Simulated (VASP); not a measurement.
Here is a VASP 6.6.1 calculation.

File POSCAR:

```
Cu
1.0
    2.5170887971      0.0000000000      0.0000000000
   -1.2585443986      2.1798628419      0.0000000000
    0.0000000000      0.0000000000      4.0849690207
Cu
2
Direct
    0.6666666667      0.3333333333      0.7500000000
    0.3333333333      0.6666666667      0.2500000000
```

File INCAR.step1:

```
SYSTEM = Cu
PREC = Accurate
ENCUT = 520
ISMEAR = -1
SIGMA = 0.05
LREAL = .False.
LASPH = .True.
NELM = 60
NBANDS = 18
GGA = PE
ALGO = Normal
EDIFF = 1E-4
LWAVE = .True.
LCHARG = .False.
```

Contents of INCAR.step2:

```
SYSTEM = Cu
PREC = Accurate
ENCUT = 520
EDIFF = 1E-6
ISMEAR = -1
SIGMA = 0.05
LREAL = .False.
LASPH = .True.
NELM = 60
ALGO = Normal
ISIF = 2
LWAVE = .False.
LCHARG = .True.
METAGGA = R2SCAN
LMIXTAU = .True.
LELF = .True.
LVHAR = .True.
NBANDS = 18
ISTART = 1
```

KPOINTS

```
regular mesh
0
Gamma
  12 12 7
  0 0 0
```

Potentials or basis: VASP PAW PBE potentials, release 64 (Cu).

Run with:

```console
$ cat potpaw_PBE.64/Cu/POTCAR > POTCAR
$ cp INCAR.step1 INCAR
$ mpirun -np 1 vasp_std > vasp.out
$ cp INCAR.step2 INCAR
$ mpirun -np 1 vasp_std > vasp.out
```

Question: Estimate the band gap on the k mesh.

Answer: Zero (band 11 reaches 12.33 eV, above the bottom of band 12 at 6.00 eV).

Question: Predict the pressure.

Answer: 4.6 GPa.

Stress tensor (GPa, compression positive):
```
4.55 0.00 0.00
0.00 4.55 0.00
0.00 0.00 4.66
```

Caveat: the PAW data sets were made with another functional, which shifts forces and pressure a little.
